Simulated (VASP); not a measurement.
# Zn4SeS3 (P-43m) in VASP: further runs

Zn4SeS3 is run at these levels: PBE; tasks: relaxation of the atoms, single point.

Everything below comes from runs of VASP 6.6.1. Logs are shortened: lines on timing, memory, paths and dates and some standing lists are left out, and cuts for length are marked.

### Step 1. The cell of the first run

The structure is cubic, space group P-43m (No. 215). Conventional cell: a = 5.285 Å, b = 5.285 Å, c = 5.285 Å, α = 90.00°, β = 90.00°, γ = 90.00°. Within 3.0 Å of Zn (site symmetry 3m) lie 3 S at 2.27 Å and 1 Se at 2.35 Å. Se (site symmetry -43m) has 4 Zn at 2.35 Å within 3.1 Å. S (site symmetry -42m) has 4 Zn at 2.27 Å within 3.0 Å.

### Step 2. Relaxation of the atoms, PBE (18.46 Å³/atom)

INCAR

```
SYSTEM = Zn4SeS3
ALGO = Normal
EDIFF = 1E-7
EDIFFG = -0.01
ENCUT = 520
GGA = PE
IBRION = 2
ISIF = 2
ISMEAR = 0
KPAR = 4
LASPH = .True.
LCHARG = .False.
LREAL = .False.
LWAVE = .False.
NELM = 100
NSW = 50
PREC = Accurate
SIGMA = 0.02
```

KPOINTS

```
k-points
0
Gamma
  6 6 6
  0 0 0
```

POSCAR

```
Zn4SeS3
1.0
    5.2854872115      0.0000000000      0.0000000000
    0.0000000000      5.2854872115      0.0000000000
    0.0000000000      0.0000000000      5.2854872115
Zn Se S
4 1 3
Direct
    0.7432172142      0.7432172142      0.7432172142
    0.7432172142      0.2567827858      0.2567827858
    0.2567827858      0.7432172142      0.2567827858
    0.2567827858      0.2567827858      0.7432172142
    0.0000000000      0.0000000000      0.0000000000
    0.5000000000      0.5000000000      0.0000000000
    0.5000000000      0.0000000000      0.5000000000
    0.0000000000      0.5000000000      0.5000000000
```

Potentials or basis: VASP PAW PBE potentials, release 64 (Zn, Se, S).

Launch:

```bash
> cat potpaw_PBE.64/Zn/POTCAR potpaw_PBE.64/Se/POTCAR potpaw_PBE.64/S/POTCAR > POTCAR
> mpirun -np 4 vasp_std > vasp.out
```

OUTCAR:

```text
SYSTEM = Zn4SeS3
   EDIFF = 1E-7
   EDIFFG = -0.01
   ENCUT = 520
   GGA = PE
   IBRION = 2
   ISIF = 2
   ISMEAR = 0
   LASPH = .True.
   LREAL = .False.
   NELM = 100
   NSW = 50
   PREC = Accurate

 ion  position               nearest neighbor table
   1  0.743  0.743  0.743-   6 2.27   7 2.27   8 2.27   5 2.35
   2  0.743  0.257  0.257-   6 2.27   7 2.27   8 2.27   5 2.35
   3  0.257  0.743  0.257-   6 2.27   7 2.27   8 2.27   5 2.35
   4  0.257  0.257  0.743-   6 2.27   7 2.27   8 2.27   5 2.35
   5  0.000  0.000  0.000-   1 2.35   2 2.35   3 2.35   4 2.35
   6  0.500  0.500  0.000-   1 2.27   2 2.27   3 2.27   4 2.27
   7  0.500  0.000  0.500-   1 2.27   2 2.27   3 2.27   4 2.27
   8  0.000  0.500  0.500-   1 2.27   2 2.27   3 2.27   4 2.27

  LATTYP: Found a simple cubic cell.
 ALAT       =     5.2854872115

  Lattice vectors:

 A1 = (   5.2854872115,   0.0000000000,   0.0000000000)
 A2 = (   0.0000000000,   5.2854872115,   0.0000000000)
 A3 = (   0.0000000000,   0.0000000000,   5.2854872115)

Analysis of symmetry for initial positions (statically):
=====================================================================
 Subroutine PRICEL returns:
 Original cell was already a primitive cell.

 Routine SETGRP: Setting up the symmetry group for a
 simple cubic supercell.

 Subroutine GETGRP returns: Found 24 space group operations
 (whereof 24 operations were pure point group operations)
 out of a pool of 48 trial point group operations.

The static configuration has the point symmetry T_d .

Analysis of symmetry for dynamics (positions and initial velocities):
=====================================================================
 Subroutine PRICEL returns:
 Original cell was already a primitive cell.

 Routine SETGRP: Setting up the symmetry group for a
 simple cubic supercell.

 Subroutine GETGRP returns: Found 24 space group operations
 (whereof 24 operations were pure point group operations)
 out of a pool of 48 trial point group operations.

The dynamic configuration has the point symmetry T_d .

 Subroutine INISYM returns: Found 24 space group operations
 (whereof 24 operations are pure point group operations),
 and found     1 'primitive' translations

----------------------------------------------------------------------------------------

                                     Primitive cell

  volume of cell :     147.6574

  direct lattice vectors                    reciprocal lattice vectors
     5.285487211  0.000000000  0.000000000     0.189197317  0.000000000  0.000000000
[... 85 lines left out ...]
   ISTART =      0    job   : 0-new  1-cont  2-samecut
   ICHARG =      2    charge: 1-file 2-atom 10-const
   ISPIN  =      1    spin polarized calculation?
   LNONCOLLINEAR =      F non collinear calculations
   LSORBIT =      F    spin-orbit coupling
   LASPH  =      T    aspherical Exc in radial PAW
   ENCUT  =  520.0 eV  38.22 Ry    6.18 a.u.   9.83  9.83  9.83*2*pi/ulx,y,z
   NELM   =    100;   NELMIN=  2; NELMDL= -5     # of ELM steps
   EDIFF  = 0.1E-06   stopping-criterion for ELM
   LREAL  =      F    real-space projection
   EDIFFG = -.1E-01   stopping-criterion for IOM
   NSW    =     50    number of steps for IOM
   IBRION =      2    ionic relax: 0-MD 1-quasi-New 2-CG
   NFREE  =      1    steps in history (QN), initial steepest desc. (CG)
   ISIF   =      2    stress and relaxation
   ISYM   =      2    0-nonsym 1-usesym 2-fastsym
   POTIM  = 0.5000    time-step for ionic-motion
   TEBEG  =    0.0;   TEEND  =   0.0 temperature during run
   PSTRESS=    0.0 pullay stress
   NELECT =      72.0000    total number of electrons
   NUPDOWN=      -1.0000    fix difference up-down
   EMIN   =  10.00;   EMAX   =-10.00  energy-range for DOS
   EFERMI =   0.00;   METHOD = LEGACY
   ISMEAR =     0;   SIGMA  =   0.02  broadening in eV -4-tet -1-fermi 0-gaus
   EFERMI_NEDOS =   21; number of points for ismear=-14 and -15
   IALGO  =     38    algorithm
   IMIX   =      4    mixing-type and parameters
     AMIX     =   0.40;   BMIX     =  1.00
     AMIX_MAG =   1.60;   BMIX_MAG =  1.00
  volume/ion in A,a.u.               =      18.46       124.56
  Fermi-wavevector in a.u.,A,eV,Ry     =   1.288548  2.435003 22.590518  1.660356
  Thomas-Fermi vector in A             =   2.420495
   LORBIT       =      0    0 simple, 1 ext, 2 COOP (PROOUT), +10 PAW based schemes
   GGA     = PE    functional components
   LHFCALC =     F    Hartree Fock is set to
   AEXX    =    0.0000 exact exchange contribution
   IVDW    =     0    specifies the selected vdW correction
   LEPSILON=     F    determine dielectric tensor
   LRPA    =     F    only Hartree local field effects (RPA)
 conjugate gradient relaxation of ions
 non-spin polarized calculation
 Gauss-broadening in eV      SIGMA  =   0.02
  energy-cutoff  :      520.00
  volume of cell :      147.66
 maximum number of plane-waves:      4012
 NGX is ok and might be reduce to    40
   NGX = 19   NGY = 19   NGZ = 19

--------------------------------------- Ionic step        1  -------------------------------------------

 number of electron      71.9999968 magnetization

 Free energy of the ion-electron system (eV)
  ---------------------------------------------------
  ext. energy  EPLUGINS =         0.00000000
  ---------------------------------------------------
  free energy    TOTEN  =       -25.86956073 eV

  energy without entropy =      -25.86956073  energy(sigma->0) =      -25.86956073

------------------------ aborting loop because EDIFF is reached ----------------------------------------

  FORCE on cell =-STRESS in cart. coord.  units (eV):
  Direction    XX          YY          ZZ          XY          YZ          ZX
  --------------------------------------------------------------------------------------
  -------------------------------------------------------------------------------------
  Total       10.5678759     10.5678759     10.5678759      0.0000000      0.0000000     -0.0000000
  in kB      114.6682557    114.6682557    114.6682557      0.0000000      0.0000000     -0.0000000
  external PRESSURE =     114.6682557 kB  Pullay stress =       0.0000000 kB
[... 71 lines left out ...]
--------------------------------------- Ionic step        3  -------------------------------------------

 number of electron      71.9999971 magnetization

 Free energy of the ion-electron system (eV)
  ---------------------------------------------------
  ext. energy  EPLUGINS =         0.00000000
  ---------------------------------------------------
  free energy    TOTEN  =       -25.86976865 eV

  energy without entropy =      -25.86976865  energy(sigma->0) =      -25.86976865

 E-fermi :   3.0816     XC(G=0): -10.0429

 val. band max:        2.9988728918   @ k =   0.0000   0.0000   0.0000
 cond. band min:       5.2088190999   @ k =   0.0000   0.0000   0.0000
 fundamental gap:      2.2099462081
 Fermi energy:         3.0815772664

 k-point     1 :       0.0000    0.0000    0.0000
  band No.  band energies     occupation
      1     -10.9567      2.00000
      2      -9.5386      2.00000
      3      -9.5386      2.00000
      4      -9.3969      2.00000
      5      -4.0040      2.00000
      6      -4.0040      2.00000
[... 944 lines left out ...]
  FREE ENERGIE OF THE ION-ELECTRON SYSTEM (eV)
  ---------------------------------------------------
  free  energy   TOTEN  =       -25.8697686457 eV

  energy  without entropy=      -25.8697686457  energy(sigma->0) =      -25.86976865

 reached required accuracy - stopping structural energy minimisation
```

CONTCAR:

```text
Zn4SeS3
   1.00000000000000
     5.2854872114999996    0.0000000000000000    0.0000000000000000
     0.0000000000000000    5.2854872114999996    0.0000000000000000
     0.0000000000000000    0.0000000000000000    5.2854872114999996
  Zn              Se              S
     4     1     3
Direct
     0.7429001207001940    0.7429001207001940    0.7429001207001940
     0.7429001207001940    0.2570998792998061    0.2570998792998061
     0.2570998792998061    0.7429001207001940    0.2570998792998061
     0.2570998792998061    0.2570998792998061    0.7429001207001940
     0.0000000000000000    0.0000000000000000    0.0000000000000000
     0.5000000000000000    0.5000000000000000    0.0000000000000000
     0.5000000000000000    0.0000000000000000    0.5000000000000000
     0.0000000000000000    0.5000000000000000    0.5000000000000000

  0.00000000E+00  0.00000000E+00  0.00000000E+00
  0.00000000E+00  0.00000000E+00  0.00000000E+00
  0.00000000E+00  0.00000000E+00  0.00000000E+00
  0.00000000E+00  0.00000000E+00  0.00000000E+00
  0.00000000E+00  0.00000000E+00  0.00000000E+00
  0.00000000E+00  0.00000000E+00  0.00000000E+00
  0.00000000E+00  0.00000000E+00  0.00000000E+00
  0.00000000E+00  0.00000000E+00  0.00000000E+00
```

Wall time 1.7 min (4 MPI ranks of Intel Xeon Platinum 8259CL at 2.50GHz (Skylake/Cascade Lake), shared host); peak memory 0.31 GiB.

Results:

| Quantity | Value |
| --- | --- |
| Free energy | -25.8698 eV |
| Energy gained by relaxing | 0.0 meV/atom |
| Ionic steps | 3 |
| Pressure after relaxing | 11.5 GPa |
| Band gap on the k mesh | 2.21 eV |

Step by step:
```tsv
step	energy change (eV)	largest force (eV/Å)	pressure (GPa)
1	0.0000	0.0371	11.47
2	-0.0002	0.0136	11.47
3	-0.0002	0.0010	11.46
```

Final structure:
```cif
data_structure
_symmetry_space_group_name_H-M 'P 1'
_symmetry_Int_Tables_number 1
_cell_length_a 5.2855
_cell_length_b 5.2855
_cell_length_c 5.2855
_cell_angle_alpha 90.000
_cell_angle_beta 90.000
_cell_angle_gamma 90.000
_cell_volume 147.66
loop_
_atom_site_label
_atom_site_type_symbol
_atom_site_fract_x
_atom_site_fract_y
_atom_site_fract_z
_atom_site_occupancy
Zn1 Zn 0.74290 0.74290 0.74290 1
Zn2 Zn 0.74290 0.25710 0.25710 1
Zn3 Zn 0.25710 0.74290 0.25710 1
Zn4 Zn 0.25710 0.25710 0.74290 1
Se1 Se 0.00000 0.00000 0.00000 1
S1 S 0.50000 0.50000 0.00000 1
S2 S 0.50000 0.00000 0.50000 1
S3 S 0.00000 0.50000 0.50000 1
```

### Step 3. Single point, PBE

This run uses another cell than the first one, of 20.97 Å³/atom.

INCAR

```
SYSTEM = Zn4SeS3
PREC = Accurate ; ENCUT = 520
EDIFF = 1E-7 ; ISMEAR = 0
SIGMA = 0.1 ; LREAL = .FALSE.
LASPH = .TRUE. ; NELM = 60
ALGO = Normal ; ISIF = 2
LWAVE = .FALSE. ; LCHARG = .FALSE.
GGA = PE ; NBANDS = 46
```

KPOINTS

```
Automatic mesh
0
G
  4 4 4
  0 0 0
```

POSCAR

```
Zn4SeS3
1.0
    5.5155751000      0.0000000000      0.0000000000
    0.0000000000      5.5155751000      0.0000000000
    0.0000000000      0.0000000000      5.5155751000
Zn Se S
4 1 3
Direct
    0.7436060000      0.7436060000      0.7436060000
    0.7436060000      0.2563940000      0.2563940000
    0.2563940000      0.7436060000      0.2563940000
    0.2563940000      0.2563940000      0.7436060000
    0.0000000000      0.0000000000      0.0000000000
    0.5000000000      0.5000000000      0.0000000000
    0.5000000000      0.0000000000      0.5000000000
    0.0000000000      0.5000000000      0.5000000000
```

Potentials or basis: VASP PAW PBE potentials, release 64 (Zn, Se, S).

Launch:

```bash
> cat potpaw_PBE.64/Zn/POTCAR potpaw_PBE.64/Se/POTCAR potpaw_PBE.64/S/POTCAR > POTCAR
> mpirun -np 1 vasp_std > vasp.out
```

It took 49 s on 1 thread of AMD EPYC 9R45 (Zen 5), shared host; peak memory 0.25 GiB.

Results (log left out):

* Free energy: -26.5240 eV
* Pressure: 0.2 GPa
* Largest force: 0.004 eV/Å
* Band gap on the k mesh: 1.73 eV

Forces in eV/Å, atoms in the order of the input:
```
Zn  -0.002 -0.002 -0.002
Zn  -0.002  0.002  0.002
Zn   0.002 -0.002  0.002
Zn   0.002  0.002 -0.002
Se   0.000  0.000  0.000
S    0.000  0.000  0.000
S    0.000  0.000  0.000
S    0.000  0.000  0.000
```

Levels at points of the mesh, in eV from the valence-band top:
| k point | band 34 | band 35 | band 36 | band 37 | band 38 | band 39 |
| --- | --- | --- | --- | --- | --- | --- |
| (0.00, 0.00, 0.00) | 0.00 | 0.00 | 0.00 | 1.73 | 3.13 | 3.44 |
| (0.50, 0.00, 0.00) | -1.38 | -1.03 | -1.03 | 4.13 | 4.18 | 4.44 |
| (0.50, 0.50, 0.00) | -1.00 | -0.71 | -0.71 | 4.45 | 4.45 | 4.64 |
| (0.50, 0.50, 0.50) | -0.57 | -0.57 | -0.57 | 2.97 | 2.97 | 2.97 |

### Step 4. Single point, PBE (18.46 Å³/atom)

INCAR

```
SYSTEM = Zn4SeS3
PREC = Accurate
ENCUT = 520
EDIFF = 1E-6
ISMEAR = 0
SIGMA = 0.02
LREAL = .False.
LASPH = .True.
NELM = 80
ALGO = Normal
ISIF = 2
LWAVE = .False.
LCHARG = .False.
GGA = PE
NBANDS = 46
```

KPOINTS

```
Automatic mesh
0
Gamma
  6 6 6
  0 0 0
```

POSCAR

```
Zn4SeS3
1.0
    5.2854872115      0.0000000000      0.0000000000
    0.0000000000      5.2854872115      0.0000000000
    0.0000000000      0.0000000000      5.2854872115
Zn Se S
4 1 3
Direct
    0.7430517841      0.7430517841      0.7430517841
    0.7430517841      0.2569482159      0.2569482159
    0.2569482159      0.7430517841      0.2569482159
    0.2569482159      0.2569482159      0.7430517841
    0.0000000000      0.0000000000      0.0000000000
    0.5000000000      0.5000000000      0.0000000000
    0.5000000000      0.0000000000      0.5000000000
    0.0000000000      0.5000000000      0.5000000000
```

Launch:

```bash
> cat potpaw_PBE.64/Zn/POTCAR potpaw_PBE.64/Se/POTCAR potpaw_PBE.64/S/POTCAR > POTCAR
> mpirun -np 1 vasp_std > vasp.out
```

Wall time 62 s (1 thread of AMD EPYC 9R45 (Zen 5), shared host); peak memory 0.27 GiB.

It converged, with:

| Item | Value |
| --- | --- |
| Free energy | -25.8697 eV |
| Pressure | 11.5 GPa |
| Largest force | 0.017 eV/Å |
| Band gap on the k mesh | 2.22 eV |

Forces in eV/Å, atoms in the order of the input:
```
Zn  -0.010 -0.010 -0.010
Zn  -0.010  0.010  0.010
Zn   0.010 -0.010  0.010
Zn   0.010  0.010 -0.010
Se   0.000  0.000  0.000
S    0.000  0.000  0.000
S    0.000  0.000  0.000
S    0.000  0.000  0.000
```

Levels at points of the mesh, in eV from the valence-band top:
| k point | band 34 | band 35 | band 36 | band 37 | band 38 | band 39 |
| --- | --- | --- | --- | --- | --- | --- |
| (0.00, 0.00, 0.00) | 0.00 | 0.00 | 0.00 | 2.22 | 2.86 | 3.15 |
| (0.50, 0.00, 0.00) | -1.69 | -1.29 | -1.29 | 4.09 | 4.16 | 4.68 |
| (0.50, 0.50, 0.00) | -1.22 | -0.90 | -0.90 | 4.72 | 4.72 | 5.00 |
| (0.50, 0.50, 0.50) | -0.73 | -0.73 | -0.73 | 3.20 | 3.20 | 3.20 |

Caveat: the cell stands under pressure.

### Step 5. Summary

| task | cell | k mesh | smearing | gap on the mesh (eV) | pressure (GPa) |
| --- | --- | --- | --- | --- | --- |
| relaxation of the atoms | atoms relaxed from a = 5.285 Å, 8 atoms | 6 × 6 × 6 | gaussian 0.02 eV | 2.21 | 11.5 |
| single point | a = 5.516 Å, 8 atoms | 4 × 4 × 4 | gaussian 0.1 eV | 1.73 | 0.2 |
| single point | a = 5.285 Å, 8 atoms | 6 × 6 × 6 | gaussian 0.02 eV | 2.22 | 11.5 |

Alike in all rows: level PBE; potentials or basis VASP PAW PBE potentials, release 64 (Zn, Se, S); no spin polarisation; cutoff (eV) 520.

Caveats: the cell stands under pressure (at least some runs).

Total energies depend on the potentials used, so only differences within one code and one set of settings carry meaning.
